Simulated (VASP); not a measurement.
Set up this calculation in VASP 6.6.1, as the native input.

| Property | Result |
| --- | --- |
| Task | single point |
| Functional | LDA |
| Potentials or basis | VASP PAW LDA potentials, release 64 (Y_sv, S) |
| Cutoff | 520 eV |
| k mesh | 8 × 8 × 8 |
| Occupations | fermi-dirac, width 0.01 eV |
| Spin | no spin polarisation |
| Dipole correction | no |
| Further INCAR settings | ALGO = Normal; EDIFF = 1e-07; NBANDS = 16 |

The structure of YS lies in POSCAR:

```
YS
1.0
    0.0000000000      2.7974607202      2.7974607202
    2.7974607202      0.0000000000      2.7974607202
    2.7974607202      2.7974607202      0.0000000000
Y S
1 1
Direct
    0.5000000000      0.5000000000      0.5000000000
    0.0000000000      0.0000000000      0.0000000000
```

The input as run:

INCAR

```
ALGO = Normal
EDIFF = 1E-7
ENCUT = 520
GGA = CA
ISIF = 2
ISMEAR = -1
LASPH = True
LCHARG = True
LELF = True
LREAL = False
LVHAR = True
LWAVE = False
NBANDS = 16
NELM = 80
PREC = Accurate
SIGMA = 0.01
```

KPOINTS

```
k-points
0
Gamma
  8 8 8
```

Potentials or basis: VASP PAW LDA potentials, release 64 (Y_sv, S).

The run is started by

```console
$ cat potpaw_LDA.64/Y_sv/POTCAR potpaw_LDA.64/S/POTCAR > POTCAR
$ mpirun -np 1 vasp_std > vasp.out
```

It gave:

```
Pressure               : -8.5 GPa
Band gap on the k mesh : zero (an odd number of electrons rules out a gap without spin polarisation)
```

Caveat: the cell stands under tension.

Run time: 43 s on 1 thread of Intel Xeon 8259CL (shared host), peak memory 0.18 GiB.
